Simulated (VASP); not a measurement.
Input of a VASP 6.6.1 run:

INCAR

```
SYSTEM = Cu
PREC = Accurate ; ENCUT = 600
EDIFF = 1E-6 ; ISMEAR = -1
SIGMA = 0.1 ; LREAL = .FALSE.
LASPH = .TRUE. ; NELM = 120
ALGO = Normal ; ISIF = 2
LWAVE = .FALSE. ; LCHARG = .FALSE.
GGA = PE ; NBANDS = 12
GGA_COMPAT = .FALSE.
```

File KPOINTS:

```
regular mesh
0
G
  8 8 8
  0 0 0
```

Contents of POSCAR:

```
Cu
1.0
    0.0000000000      1.8145751217      1.8145751217
    1.8145751217      0.0000000000      1.8145751217
    1.8145751217      1.8145751217      0.0000000000
Cu
1
Direct
    0.0000000000      0.0000000000      0.0000000000
```

Potentials or basis: VASP PAW PBE potentials, release 64 (Cu).

The run is started by

```console
$ cat potpaw_PBE.64/Cu/POTCAR > POTCAR
$ mpirun -np 1 vasp_std > vasp.out
```

**Question.** Predict the pressure.

**Answer.** 1.4 GPa.

Caveat: the k points lie up to 0.37 Å⁻¹ apart.
